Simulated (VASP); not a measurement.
La, 2 atoms in the cell. The structure is hexagonal, space group P6_3/mmc (No. 194). The conventional cell has a = 3.750 Å, b = 3.750 Å, c = 6.070 Å, α = 90.00°, β = 90.00°, γ = 120.00°. Within 4.9 Å of La (site symmetry -6m2) lie 12 La at 3.73 to 3.75 Å. 

```yaml
Program: VASP 6.6.1
Task: electric field gradients
Functional: LDA
Potentials_or_basis: VASP PAW LDA potentials, release 64 (La)
Cutoff: 520 eV
k_mesh: 11 × 11 × 6
Occupations: fermi-dirac, width 0.05 eV
Spin: no spin polarisation
Dipole_correction: no
Further_INCAR_settings: ALGO = Normal; EDIFF = 1e-08; NBANDS = 18
```

Potentials or basis: VASP PAW LDA potentials, release 64 (La).

Command:

```console
$ cat potpaw_LDA.64/La/POTCAR > POTCAR
$ mpirun -np 1 vasp_std > vasp.out
```

Hardware: 1 thread of Intel(R) Xeon(R) Platinum 8559C (Emerald Rapids), with other jobs on the host.

Task: Estimate the wall time of this run.

Result: Run time: 55 s on 1 thread of Intel(R) Xeon(R) Platinum 8559C (Emerald Rapids) (shared host), peak memory 0.22 GiB. Counts: scf iterations 14, k points 64.
